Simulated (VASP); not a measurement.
# Al (Im-3m) in VASP: notebook

Al is run at these levels: PBE, r2SCAN; tasks: single point.

Everything below comes from runs of VASP 6.6.1. Logs are shortened: lines on timing, memory, paths and dates and some standing lists are left out, and cuts for length are marked.

## (1) The cell of the first run

It takes space group Im-3m (No. 229, cubic). The conventional cell has a = 3.246 Å, b = 3.246 Å, c = 3.246 Å, α = 90.00°, β = 90.00°, γ = 90.00°. Al (site symmetry m-3m) has 14 Al at 2.81 to 3.25 Å within 3.7 Å.

## (2) Single point, PBE

Input file INCAR:

```
SYSTEM = Al
PREC = Accurate ; ENCUT = 500
EDIFF = 1E-6 ; ISMEAR = 0
SIGMA = 0.05 ; LREAL = .False.
LASPH = .True. ; NELM = 120
ALGO = Normal ; ISIF = 2
LWAVE = .False. ; LCHARG = .False.
GGA = PE ; NBANDS = 8
GGA_COMPAT = .False.
```

Input file KPOINTS:

```
regular mesh
0
Gamma
  8 8 8
  0 0 0
```

Input file POSCAR:

```
Al
1.0
   -1.6227799449      1.6227799449      1.6227799449
    1.6227799449     -1.6227799449      1.6227799449
    1.6227799449      1.6227799449     -1.6227799449
Al
1
Direct
    0.0000000000      0.0000000000      0.0000000000
```

Potentials or basis: VASP PAW PBE potentials, release 64 (Al).

Launch:

```
$ cat potpaw_PBE.64/Al/POTCAR > POTCAR
$ mpirun -np 1 vasp_std > vasp.out
```

OUTCAR:

```text
SYSTEM = Al
   PREC = Accurate
   ENCUT = 500
   EDIFF = 1E-6
   ISMEAR = 0
   LREAL = .False.
   LASPH = .True.
   NELM = 120
   ISIF = 2
   GGA = PE

 ion  position               nearest neighbor table
   1  0.000  0.000  0.000-

  LATTYP: Found a body centered cubic cell.
 ALAT       =     3.2455598898

  Lattice vectors:

 A1 = (  -1.6227799449,   1.6227799449,   1.6227799449)
 A2 = (   1.6227799449,  -1.6227799449,   1.6227799449)
 A3 = (   1.6227799449,   1.6227799449,  -1.6227799449)

Analysis of symmetry for initial positions (statically):
=====================================================================
 Subroutine PRICEL returns:
 Original cell was already a primitive cell.

 Routine SETGRP: Setting up the symmetry group for a
 body centered cubic supercell.

 Subroutine GETGRP returns: Found 48 space group operations
 (whereof 48 operations were pure point group operations)
 out of a pool of 48 trial point group operations.

The static configuration has the point symmetry O_h .

Analysis of symmetry for dynamics (positions and initial velocities):
=====================================================================
 Subroutine PRICEL returns:
 Original cell was already a primitive cell.

 Routine SETGRP: Setting up the symmetry group for a
 body centered cubic supercell.

 Subroutine GETGRP returns: Found 48 space group operations
 (whereof 48 operations were pure point group operations)
 out of a pool of 48 trial point group operations.

The dynamic configuration has the point symmetry O_h .

 Subroutine INISYM returns: Found 48 space group operations
 (whereof 48 operations are pure point group operations),
 and found     1 'primitive' translations

----------------------------------------------------------------------------------------

                                     Primitive cell

  volume of cell :      17.0938

  direct lattice vectors                    reciprocal lattice vectors
    -1.622779945  1.622779945  1.622779945     0.000000000  0.308113248  0.308113248
     1.622779945 -1.622779945  1.622779945     0.308113248  0.000000000  0.308113248
     1.622779945  1.622779945 -1.622779945     0.308113248  0.308113248  0.000000000

  length of vectors
     2.810737314  2.810737314  2.810737314     0.435737934  0.435737934  0.435737934

  position of ions in fractional coordinates (direct lattice)
     0.000000000  0.000000000  0.000000000

  ion indices of the primitive-cell ions
   primitive index   ion index
                 1           1

----------------------------------------------------------------------------------------

 KPOINTS: regular mesh

Automatic generation of k-mesh.
 Grid dimensions read from file:
 generate k-points for:    8    8    8

 Generating k-lattice:

  Cartesian coordinates                     Fractional coordinates (reciprocal lattice)
     0.000000000  0.038514156  0.038514156     0.125000000  0.000000000  0.000000000
     0.038514156  0.000000000  0.038514156     0.000000000  0.125000000  0.000000000
     0.038514156  0.038514156  0.000000000     0.000000000  0.000000000  0.125000000

  Length of vectors
     0.054467242  0.054467242  0.054467242

  Shift w.r.t. Gamma in fractional coordinates (k-lattice)
     0.000000000  0.000000000  0.000000000

 Subroutine IBZKPT returns following result:
 ===========================================

 Found     29 irreducible k-points:

 Following reciprocal coordinates:
            Coordinates               Weight
  0.000000  0.000000  0.000000      1.000000
  0.125000  0.000000  0.000000     12.000000
  0.250000  0.000000  0.000000     12.000000
  0.375000  0.000000  0.000000     12.000000
  0.500000  0.000000  0.000000      6.000000
  0.125000  0.125000  0.000000     24.000000
[... 16 lines left out ...]
 -0.250000  0.250000  0.250000      6.000000
 -0.375000  0.375000  0.250000     24.000000
 [... further k-points ...]
   k-points           NKPTS =     29   k-points in BZ     NKDIM =     29   number of bands    NBANDS=      8
   number of dos      NEDOS =    301   number of ions     NIONS =      1
   total plane-waves  NPLWV =   8000
   dimension x,y,z NGX =    20 NGY =   20 NGZ =   20
   dimension x,y,z NGXF=    40 NGYF=   40 NGZF=   40
   ions per type =               1
   NGX,Y,Z   is equivalent  to a cutoff of  11.83, 11.83, 11.83 a.u.
   NGXF,Y,Z  is equivalent  to a cutoff of  23.66, 23.66, 23.66 a.u.
 SYSTEM =  Al
   PREC   = accura    normal or accurate (medium, high low for compatibility)
   ISTART =      0    job   : 0-new  1-cont  2-samecut
   ICHARG =      2    charge: 1-file 2-atom 10-const
   ISPIN  =      1    spin polarized calculation?
   LNONCOLLINEAR =      F non collinear calculations
   LSORBIT =      F    spin-orbit coupling
   LASPH  =      T    aspherical Exc in radial PAW
   ENCUT  =  500.0 eV  36.75 Ry    6.06 a.u.   5.12  5.12  5.12*2*pi/ulx,y,z
   NELM   =    120;   NELMIN=  2; NELMDL= -5     # of ELM steps
   EDIFF  = 0.1E-05   stopping-criterion for ELM
   LREAL  =      F    real-space projection
[... 7 lines left out ...]
   TEBEG  =    0.0;   TEEND  =   0.0 temperature during run
   PSTRESS=    0.0 pullay stress
   NELECT =       3.0000    total number of electrons
   NUPDOWN=      -1.0000    fix difference up-down
   EMIN   =  10.00;   EMAX   =-10.00  energy-range for DOS
   EFERMI =   0.00;   METHOD = LEGACY
   ISMEAR =     0;   SIGMA  =   0.05  broadening in eV -4-tet -1-fermi 0-gaus
   EFERMI_NEDOS =   21; number of points for ismear=-14 and -15
   IALGO  =     38    algorithm
   IMIX   =      4    mixing-type and parameters
     AMIX     =   0.40;   BMIX     =  1.00
     AMIX_MAG =   1.60;   BMIX_MAG =  1.00
  volume/ion in A,a.u.               =      17.09       115.35
  Fermi-wavevector in a.u.,A,eV,Ry     =   0.916577  1.732079 11.430437  0.840113
  Thomas-Fermi vector in A             =   2.041448
   LORBIT       =      0    0 simple, 1 ext, 2 COOP (PROOUT), +10 PAW based schemes
   GGA     = PE    functional components
   LHFCALC =     F    Hartree Fock is set to
   AEXX    =    0.0000 exact exchange contribution
   IVDW    =     0    specifies the selected vdW correction
   LEPSILON=     F    determine dielectric tensor
   LRPA    =     F    only Hartree local field effects (RPA)
 non-spin polarized calculation
 Gauss-broadening in eV      SIGMA  =   0.05
  energy-cutoff  :      500.00
  volume of cell :       17.09
 maximum number of plane-waves:       466
   NGX = 11   NGY = 11   NGZ = 11

 number of electron       3.0000000 magnetization

 Free energy of the ion-electron system (eV)
  ---------------------------------------------------
  ext. energy  EPLUGINS =         0.00000000
  ---------------------------------------------------
  free energy    TOTEN  =        -3.61328619 eV

  energy without entropy =       -3.61249195  energy(sigma->0) =       -3.61288907

 E-fermi :   7.7508     XC(G=0): -10.0730

 val. band max:        7.6665082353   @ k =   0.2500   0.2500   0.1250
 cond. band min:       7.7900992423   @ k =  -0.3750   0.3750   0.1250
 fundamental gap:      0.1235910070
 Fermi energy:         7.7507897626

 k-point     1 :       0.0000    0.0000    0.0000
  band No.  band energies     occupation
      1      -3.2506      2.00000
      2      20.6933      0.00000
      3      20.6933      0.00000
      4      20.6933      0.00000
      5      21.8308      0.00000
      6      21.8308      0.00000
      7      21.8308      0.00000
      8      23.6852      0.00000

 k-point     2 :       0.1250    0.0000    0.0000
  band No.  band energies     occupation
      1      -2.8117      2.00000
      2      16.8336      0.00000
      3      18.6921      0.00000
      4      19.3144      0.00000
      5      20.5650      0.00000
      6      21.7245      0.00000
      7      23.3066      0.00000
      8      23.8321      0.00000

 k-point     3 :       0.2500    0.0000    0.0000
  band No.  band energies     occupation
      1      -1.5028      2.00000
      2      11.8451      0.00000
      3      16.9381      0.00000
      4      17.4567      0.00000
      5      18.8532      0.00000
      6      20.1827      0.00000
      7      24.8162      0.00000
      8      24.9778      0.00000

 k-point     4 :       0.3750    0.0000    0.0000
  band No.  band energies     occupation
      1       0.6534      2.00000
      2       7.3872      2.00000
      3      15.8857      0.00000
      4      16.2402      0.00000
      5      17.7452      0.00000
      6      19.1370      0.00000
      7      26.4676      0.00000
      8      27.1875      0.00000

 k-point     5 :       0.5000    0.0000    0.0000
  band No.  band energies     occupation
      1       3.4507      2.00000
      2       3.8160      2.00000
      3      15.5359      0.00000
      4      15.8258      0.00000
      5      17.3699      0.00000
      6      18.7658      0.00000
      7      27.9429      0.00000
      8      29.1147      0.00000

 k-point     6 :       0.1250    0.1250    0.0000
  band No.  band energies     occupation
      1      -1.9378      2.00000
      2      14.4217      0.00000
      3      14.7209      0.00000
      4      17.5828      0.00000
      5      21.1986      0.00000
      6      21.2101      0.00000
      7      24.1469      0.00000
      8      24.5951      0.00000

 k-point     7 :       0.2500    0.1250   -0.0000
  band No.  band energies     occupation
      1      -0.2053      2.00000
      2       9.8262      0.00000
      3      13.0242      0.00000
      4      16.1466      0.00000
      5      19.8520      0.00000
      6      22.0138      0.00000
      7      23.9955      0.00000
      8      27.6039      0.00000

 k-point     8 :       0.3750    0.1250    0.0000
  band No.  band energies     occupation
      1       2.3536      2.00000
      2       5.7348      2.00000
      3      12.2272      0.00000
      4      15.3979      0.00000
      5      19.1039      0.00000
      6      21.9341      0.00000
      7      25.5702      0.00000
      8      28.1889      0.00000

 k-point     9 :       0.2500    0.2500    0.0000
  band No.  band energies     occupation
      1       1.9317      2.00000
      2       8.3572      0.00000
      3       8.8990      0.00000
      4      15.0783      0.00000
      5      21.5399      0.00000
      6      21.8446      0.00000
      7      26.4709      0.00000
      8      27.5125      0.00000

 k-point    10 :       0.3750    0.2500    0.0000
  band No.  band energies     occupation
      1       4.6767      2.00000
      2       5.0858      2.00000
      3       8.2530      0.00000
      4      14.7039      0.00000
      5      21.3523      0.00000
      6      24.0268      0.00000
      7      24.2933      0.00000
      8      28.2366      0.00000
[... 78 lines left out ...]
 k-point    18 :      -0.2500    0.3750    0.1250
  band No.  band energies     occupation
      1       0.6537      2.00000
      2      10.3748      0.00000
      3      10.8304      0.00000
      4      17.1664      0.00000
      5      17.5979      0.00000
      6      20.2723      0.00000
      7      25.4103      0.00000
      8      26.4819      0.00000

 k-point    19 :       0.5000    0.5000    0.1250
  band No.  band energies     occupation
      1       3.8592      2.00000
      2       4.2455      2.00000
      3      12.9407      0.00000
      4      15.1806      0.00000
      5      19.2140      0.00000
      6      20.9242      0.00000
      7      23.5392      0.00000
      8      25.1701      0.00000

 k-point    20 :      -0.3750    0.5000    0.1250
  band No.  band energies     occupation
      1       3.1957      2.00000
      2       6.5513      2.00000
      3       9.8241      0.00000
      4      16.6013      0.00000
      5      18.9929      0.00000
      6      20.1620      0.00000
      7      22.7016      0.00000
      8      26.8078      0.00000

 k-point    21 :      -0.3750   -0.3750    0.1250
  band No.  band energies     occupation
      1       5.9022      2.00000
      2       5.9022      2.00000
      3       6.6330      2.00000
      4      18.4115      0.00000
      5      19.1419      0.00000
      6      19.1419      0.00000
      7      20.6013      0.00000
      8      30.8686      0.00000

 k-point    22 :       0.2500    0.2500    0.2500
  band No.  band energies     occupation
      1       6.7235      2.00000
      2       6.7235      2.00000
      3       6.7235      2.00000
      4       7.8406      0.01111
      5      29.0840      0.00000
      6      29.0840      0.00000
      7      30.0620      0.00000
      8      30.0620      0.00000

 k-point    23 :      -0.2500    0.2500    0.2500
  band No.  band energies     occupation
      1       0.2250      2.00000
      2      12.5430      0.00000
      3      12.5430      0.00000
      4      14.1928      0.00000
      5      15.3430      0.00000
      6      24.1097      0.00000
      7      25.2259      0.00000
      8      26.1335      0.00000

 k-point    24 :      -0.3750    0.3750    0.2500
  band No.  band energies     occupation
      1       2.3556      2.00000
      2       8.9628      0.00000
      3      11.3828      0.00000
      4      13.4573      0.00000
      5      15.9315      0.00000
      6      21.7814      0.00000
      7      23.8467      0.00000
      8      26.7122      0.00000

 [... further k-points ...]

------------------------ aborting loop because EDIFF is reached ----------------------------------------

  FORCE on cell =-STRESS in cart. coord.  units (eV):
  Direction    XX          YY          ZZ          XY          YZ          ZX
  --------------------------------------------------------------------------------------
  -------------------------------------------------------------------------------------
  Total       -0.0043101     -0.0043101     -0.0043101     -0.0000000      0.0000000      0.0000000
  in kB       -0.4039804     -0.4039804     -0.4039804     -0.0000000      0.0000000      0.0000000
  external PRESSURE =      -0.4039804 kB  Pullay stress =       0.0000000 kB

 VOLUME and BASIS-vectors are now :
 -----------------------------------------------------------------------------
  energy-cutoff  :      500.00
  volume of cell :       17.09
      direct lattice vectors                 reciprocal lattice vectors
    -1.622779945  1.622779945  1.622779945     0.000000000  0.308113248  0.308113248
     1.622779945 -1.622779945  1.622779945     0.308113248  0.000000000  0.308113248
     1.622779945  1.622779945 -1.622779945     0.308113248  0.308113248  0.000000000

 POSITION                                       TOTAL-FORCE (eV/Angst)
 -----------------------------------------------------------------------------------
      0.00000      0.00000      0.00000        -0.000000     -0.000000     -0.000000
 -----------------------------------------------------------------------------------
    total drift:                                0.000000      0.000000      0.000000

  FREE ENERGIE OF THE ION-ELECTRON SYSTEM (eV)
  ---------------------------------------------------
  free  energy   TOTEN  =        -3.6132861873 eV

  energy  without entropy=       -3.6124919545  energy(sigma->0) =       -3.61288907
```

Wall time 1.5 s (1 thread of Intel Xeon 6975P-C (Granite Rapids), shared host); peak memory 0.11 GiB.

Results:

```yaml
Free_energy: -3.6133 eV
Pressure: 0.0 GPa
```

Levels at points of the mesh, in eV from the Fermi level:
```
           k point  band 1  band 2  band 3  band 4
(0.00, 0.00, 0.00)  -11.00   12.94   12.94   12.94
(0.50, 0.00, 0.00)   -4.30   -3.93    7.79    8.08
(0.50, 0.50, 0.50)    1.70    1.70    1.70    2.93
```

[end of part 1 of 2]
